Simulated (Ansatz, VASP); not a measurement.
One calculation of Ti, two programs

```
CELL_PARAMETERS angstrom
2.95000 0.00000 0.00000
-1.47500 2.55477 0.00000
0.00000 0.00000 4.68600
ATOMIC_POSITIONS crystal
Ti 0.33333 0.66667 0.25000
Ti 0.66667 0.33333 0.75000
```

Alike in both runs: task single point; functional r2SCAN; k mesh 21 × 21 × 12; occupations gaussian, width 0.15 eV; no spin polarisation.

```csv
,VASP,Ansatz
version,VASP 6.6.1,Ansatz 0.2.0
potentials or method,"VASP PAW PBE potentials, release 64 (Ti_sv), cutoff 520 eV","scalar-relativistic, plane waves, PAW"
valence electrons in the cell,24,24
```

Ansatz gave:

```
gap on the k mesh at the Fermi level (eV)                     : none
pressure (GPa)                                                : -2.3
traceless stress, the component that is largest in VASP (GPa) : -0.42
```

Question: Which values does VASP return?

Answer: gap on the k mesh at the Fermi level (eV): none; pressure (GPa): -1.9; traceless stress, the component that is largest in VASP (GPa): -0.41.

VASP's potentials were made for PBE, not for r2SCAN. A gap of «none» marks a metal or a gap that the smearing closes.
